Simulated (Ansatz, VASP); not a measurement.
## ZrGa3: VASP beside Ansatz

INCAR

```
SYSTEM = ZrGa3
ALGO     = Normal         ! electronic algorithm
EDIFF    = 1E-6           ! SCF threshold, eV
ENCUT    = 520            ! plane-wave cutoff, eV
ISIF     = 2              ! what is computed and relaxed
ISMEAR   = -1             ! smearing method
LASPH    = .TRUE.         ! aspherical terms in the spheres
LCHARG   = .FALSE.        ! write CHGCAR
LREAL    = .FALSE.        ! projectors in reciprocal space
LWAVE    = .FALSE.        ! write WAVECAR
NBANDS   = 34             ! bands
NELM     = 100            ! most SCF steps
PREC     = Accurate       ! precision mode
SIGMA    = 0.03           ! smearing width, eV
```

The input KPOINTS:

```
k-points
0
G
  12 12 12
  0 0 0
```

Contents of POSCAR:

```
ZrGa3
1.0
   -1.9449682188      1.9449682188      4.2754035715
    1.9449682188     -1.9449682188      4.2754035715
    1.9449682188      1.9449682188     -4.2754035715
Zr Ga
1 3
Direct
    0.0000000000      0.0000000000      0.0000000000
    0.5000000000      0.5000000000      0.0000000000
    0.7500000000      0.2500000000      0.5000000000
    0.2500000000      0.7500000000      0.5000000000
```

Input for Ansatz:

```yaml
crystal:
  lattice:
    - [-1.9449682188, 1.9449682188, 4.2754035715]
    - [1.9449682188, -1.9449682188, 4.2754035715]
    - [1.9449682188, 1.9449682188, -4.2754035715]
  atoms:
    - { symbol: Zr, position: [0.0, 0.0, 0.0] }
    - { symbol: Ga, position: [0.5, 0.5, 0.0] }
    - { symbol: Ga, position: [0.75, 0.25, 0.5] }
    - { symbol: Ga, position: [0.25, 0.75, 0.5] }
kpoints:
  mp_grid: { grid: [12, 12, 12] }
  band_path:
    path:
      - [0.0, 0.0, 0.0]
      - [0.0, 0.0, 0.5]
      - [0.25, 0.25, 0.25]
      - [0.0, 0.5, 0.0]
      - [0.0, 0.0, 0.0]
      - [0.5, 0.5, -0.5]
      - [0.3017381381, 0.6982618619, -0.3017381381]
      - [-0.3017381381, 0.3017381381, 0.3017381381]
      - [0.0, 0.0, 0.0]
    npoints: 5
scf:
  occupations: { method: fermi_dirac, width: 0.03 }
hamiltonian:
  xc: lda
  pseudopotentials: { kind: all_electron, lapw: { basis_error: 0.001 } }
output:
  forces: true
  stress: true
  eigenvalues: true
```

Change from the starting cell: volume scaled by 0.94.

Alike in both runs: task single point; functional LDA; k mesh 12 × 12 × 12; occupations fermi-dirac, width 0.03 eV; no spin polarisation.

|  | VASP | Ansatz |
| --- | --- | --- |
| version | VASP 6.6.1 | Ansatz 0.2.0 |
| potentials or method | VASP PAW LDA potentials, release 64 (Zr_sv, Ga_d), cutoff 520 eV | all-electron LAPW, scalar-relativistic |

|  | VASP | Ansatz | Ansatz less VASP |
| --- | --- | --- | --- |
| pressure (GPa) | 1.7 | 1.4 | -0.34 |
| traceless stress, the component that is largest in VASP (GPa) | 6.99 | 7.02 | +0.022 |

LDA's correlation is that of Perdew and Zunger in VASP and of Perdew and Wang (1992) in Ansatz. Ansatz ran all-electron here, and VASP with PAW potentials.
